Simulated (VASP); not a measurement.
# Ti (P6_3/mmc) in VASP: single point with LDA

Aim: the single point of Ti with LDA.

All numbers are computed with VASP 6.6.1; they aren't measurements. Logs are shortened: lines on timing, memory, paths and dates and some standing lists are left out, and cuts for length are marked.

## 1. The cell of the first run

It takes space group P6_3/mmc (No. 194, hexagonal). The conventional cell has a = 2.864 Å, b = 2.864 Å, c = 4.535 Å, α = 90.00°, β = 90.00°, γ = 120.00°. Within 3.7 Å of Ti (site symmetry -6m2) lie 12 Ti at 2.81 to 2.86 Å.

## 2. Single point, LDA

The input, INCAR:

```
  ALGO = Fast
  EDIFF = 1E-6
  ENCUT = 520
  ISIF = 2
  ISMEAR = 0
  LASPH = T
  LCHARG = T
  LELF = T
  LREAL = F
  LVHAR = T
  LWAVE = F
  NBANDS = 45
  NELM = 80
  PREC = Accurate
  SIGMA = 0.15
```

The input, KPOINTS:

```
k-points
0
Gamma
  17 17 4
```

The input, POSCAR:

```
Ti
1.0
   -1.4318407282     -2.4800208895      0.0000000000
    1.4318407282     -2.4800208896      0.0000000000
    0.0000000000      0.0000000000     13.6047082230
Ti
6
Direct
    0.6666666667      0.6666666667      0.0833333333
    0.6666666667      0.6666666667      0.4166666667
    0.6666666667      0.6666666667      0.7500000000
    0.3333333333      0.3333333333      0.2500000000
    0.3333333333      0.3333333333      0.5833333333
    0.3333333333      0.3333333333      0.9166666667
```

Potentials or basis: VASP PAW LDA potentials, release 64 (Ti_sv).

Launch:

```console
$ cat potpaw_LDA.64/Ti_sv/POTCAR > POTCAR
$ mpirun -np 1 vasp_std > vasp.out
```

OUTCAR:

```text
EDIFF = 1E-6
   ENCUT = 520
   ISIF = 2
   ISMEAR = 0
   LASPH = T
   LREAL = F
   NELM = 80
   PREC = Accurate

 ion  position               nearest neighbor table
   1  0.667  0.667  0.083-   6 2.81   6 2.81   6 2.81   4 2.81   4 2.81   4 2.81
   2  0.667  0.667  0.417-   5 2.81   5 2.81   5 2.81   4 2.81   4 2.81   4 2.81
   3  0.667  0.667  0.750-   5 2.81   6 2.81   5 2.81   6 2.81   5 2.81   6 2.81
   4  0.333  0.333  0.250-   1 2.81   2 2.81   1 2.81   2 2.81   1 2.81   2 2.81
   5  0.333  0.333  0.583-   2 2.81   2 2.81   2 2.81   3 2.81   3 2.81   3 2.81
   6  0.333  0.333  0.917-   1 2.81   1 2.81   1 2.81   3 2.81   3 2.81   3 2.81
[... 7 lines left out ...]
 A1 = (  -1.4318407282,   2.4800208896,   0.0000000000)
 A2 = (  -1.4318407282,  -2.4800208895,   0.0000000000)
 A3 = (   0.0000000000,   0.0000000000,  13.6047082230)

Analysis of symmetry for initial positions (statically):
=====================================================================
 Subroutine PRICEL returns following result:

  LATTYP: Found a hexagonal cell.
 ALAT       =     2.8636814564
 C/A-ratio  =     1.5835918942

  Lattice vectors:

 A1 = (  -1.4318407282,   2.4800208896,   0.0000000000)
 A2 = (  -1.4318407282,  -2.4800208895,   0.0000000000)
 A3 = (   0.0000000000,   0.0000000000,   4.5349027419)

   3 primitive cells build up your supercell.

 Routine SETGRP: Setting up the symmetry group for a
 hexagonal supercell.

 Subroutine GETGRP returns: Found 24 space group operations
 (whereof 12 operations were pure point group operations)
 out of a pool of 24 trial point group operations.

The static configuration has the point symmetry D_3d.
 The point group associated with its full space group is D_6h.

Analysis of symmetry for dynamics (positions and initial velocities):
=====================================================================
 Subroutine PRICEL returns following result:

  LATTYP: Found a hexagonal cell.
 ALAT       =     2.8636814564
 C/A-ratio  =     1.5835918942

  Lattice vectors:

 A1 = (  -1.4318407282,   2.4800208896,   0.0000000000)
 A2 = (  -1.4318407282,  -2.4800208895,   0.0000000000)
 A3 = (   0.0000000000,   0.0000000000,   4.5349027419)

   3 primitive cells build up your supercell.

[... 107 lines left out ...]
   NELM   =     80;   NELMIN=  2; NELMDL= -5     # of ELM steps
   EDIFF  = 0.1E-05   stopping-criterion for ELM
   LREAL  =      F    real-space projection
   EDIFFG = 0.1E-04   stopping-criterion for IOM
   NSW    =      0    number of steps for IOM
   IBRION =     -1    ionic relax: 0-MD 1-quasi-New 2-CG
   NFREE  =      0    steps in history (QN), initial steepest desc. (CG)
   ISIF   =      2    stress and relaxation
   ISYM   =      2    0-nonsym 1-usesym 2-fastsym
   POTIM  = 0.5000    time-step for ionic-motion
   TEBEG  =    0.0;   TEEND  =   0.0 temperature during run
   PSTRESS=    0.0 pullay stress
   NELECT =      72.0000    total number of electrons
   NUPDOWN=      -1.0000    fix difference up-down
   EMIN   =  10.00;   EMAX   =-10.00  energy-range for DOS
   EFERMI =   0.00;   METHOD = LEGACY
   ISMEAR =     0;   SIGMA  =   0.15  broadening in eV -4-tet -1-fermi 0-gaus
   EFERMI_NEDOS =   21; number of points for ismear=-14 and -15
   IALGO  =     68    algorithm
   IMIX   =      4    mixing-type and parameters
     AMIX     =   0.40;   BMIX     =  1.00
     AMIX_MAG =   1.60;   BMIX_MAG =  1.00
  volume/ion in A,a.u.               =      16.10       108.67
  Fermi-wavevector in a.u.,A,eV,Ry     =   1.484212  2.804754 29.972069  2.202885
  Thomas-Fermi vector in A             =   2.597777
   LORBIT       =      0    0 simple, 1 ext, 2 COOP (PROOUT), +10 PAW based schemes
   GGA     = CA    functional components
   LHFCALC =     F    Hartree Fock is set to
   AEXX    =    0.0000 exact exchange contribution
   IVDW    =     0    specifies the selected vdW correction
   LEPSILON=     F    determine dielectric tensor
   LRPA    =     F    only Hartree local field effects (RPA)
 non-spin polarized calculation
 RMM-DIIS sequential band-by-band and
 Gauss-broadening in eV      SIGMA  =   0.15
  energy-cutoff  :      520.00
  volume of cell :       96.62
 maximum number of plane-waves:      2642
 NGX is ok and might be reduce to    24
   NGX = 11   NGY = 11   NGZ = 51

 number of electron      72.0000010 magnetization

 Free energy of the ion-electron system (eV)
  ---------------------------------------------------
  ext. energy  EPLUGINS =         0.00000000
  ---------------------------------------------------
  free energy    TOTEN  =       -51.33410185 eV

  energy without entropy =      -51.26487359  energy(sigma->0) =      -51.29948772

 E-fermi :   8.9120     XC(G=0): -12.1513

 val. band max:        8.9016172030   @ k =   0.1765   0.0588   0.2500
 cond. band min:       8.9142966826   @ k =   0.4706   0.1765   0.2500
 fundamental gap:      0.0126794795
 Fermi energy:         8.9119882642

 k-point     1 :       0.0000    0.0000    0.0000
  band No.  band energies     occupation
      1     -47.1335      2.00000
      2     -47.0852      2.00000
      3     -47.0852      2.00000
      4     -46.9873      2.00000
      5     -46.9873      2.00000
      6     -46.9376      2.00000
[... 1141 lines left out ...]
     44      10.0625      0.00000
     45      10.1308      0.00000

 [... further k-points ...]

------------------------ aborting loop because EDIFF is reached ----------------------------------------

  FORCE on cell =-STRESS in cart. coord.  units (eV):
  Direction    XX          YY          ZZ          XY          YZ          ZX
  --------------------------------------------------------------------------------------
  -------------------------------------------------------------------------------------
  Total       -0.2057542     -0.2057542     -0.1889788      0.0000000      0.0000000      0.0000000
  in kB       -3.4118504     -3.4118504     -3.1336778      0.0000000      0.0000000      0.0000000
  external PRESSURE =      -3.3191262 kB  Pullay stress =       0.0000000 kB

 VOLUME and BASIS-vectors are now :
 -----------------------------------------------------------------------------
  energy-cutoff  :      520.00
  volume of cell :       96.62
      direct lattice vectors                 reciprocal lattice vectors
    -1.431840728 -2.480020889  0.000000000    -0.349200850 -0.201611205  0.000000000
     1.431840728 -2.480020890  0.000000000     0.349200850 -0.201611205  0.000000000
     0.000000000  0.000000000 13.604708223     0.000000000  0.000000000  0.073503965

 POSITION                                       TOTAL-FORCE (eV/Angst)
 -----------------------------------------------------------------------------------
      0.00000     -3.30669      1.13373         0.000000      0.000000      0.000000
      0.00000     -3.30669      5.66863         0.000000     -0.000000     -0.000000
      0.00000     -3.30669     10.20353         0.000000      0.000000     -0.000000
      0.00000     -1.65335      3.40118        -0.000000     -0.000000     -0.000000
      0.00000     -1.65335      7.93608        -0.000000     -0.000000      0.000000
      0.00000     -1.65335     12.47098        -0.000000      0.000000     -0.000000
 -----------------------------------------------------------------------------------
    total drift:                                0.000000      0.000000     -0.000000

  FREE ENERGIE OF THE ION-ELECTRON SYSTEM (eV)
  ---------------------------------------------------
  free  energy   TOTEN  =       -51.3341018464 eV

  energy  without entropy=      -51.2648735861  energy(sigma->0) =      -51.29948772
```

Run time: 32 min. Hardware: 1 thread of Intel Xeon Platinum 8259CL at 2.50GHz (Skylake/Cascade Lake), shared host; peak memory 0.4 GiB.

What came out:

| Property | Result |
| --- | --- |
| Free energy | -51.3341 eV |
| Pressure | -0.3 GPa |
| Band gap on the k mesh | zero (bands 36 and 37 overlap by 1.03 eV) |
